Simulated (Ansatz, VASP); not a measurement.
# P in VASP and in Ansatz

```
P
1.0
     1.68792   -5.26069    0.00000
     1.68792    5.26069    0.00000
     0.00000    0.00000    4.40167
P
4
Direct
  0.89845 0.10155 0.08157
  0.60155 0.39845 0.58157
  0.10155 0.89845 0.91843
  0.39845 0.60155 0.41843
```

Change from the starting cell: volume scaled by 1.06, ions relaxed.

Alike in both runs: functional PBE; k mesh 15 × 15 × 11; occupations fermi-dirac, width 0.05 eV; no spin polarisation.

Ansatz relaxed the structure, and its values are those at the end. VASP's run is a single point on that final structure, the one shown.

|  | VASP | Ansatz |
| --- | --- | --- |
| version | VASP 6.6.1 | Ansatz 0.2.0 |
| potentials or method | VASP PAW PBE potentials, release 64 (P) | plane-wave PAW, scalar-relativistic |
| plane-wave cutoff (eV) | 520 | 420 |
| valence electrons in the cell | 20 | 20 |

Ansatz gave:

```
pressure (GPa)                     : 0.0
rms of the force components (eV/Å) : 0.002
```

Q: Which values does VASP return?

A: Pressure (GPa): -0.3; rms of the force components (eV/Å): 0.029.

With one functional, cell and mesh, what is left measures potentials, basis and numerics. Ansatz's warnings: stress scf threshold loose.
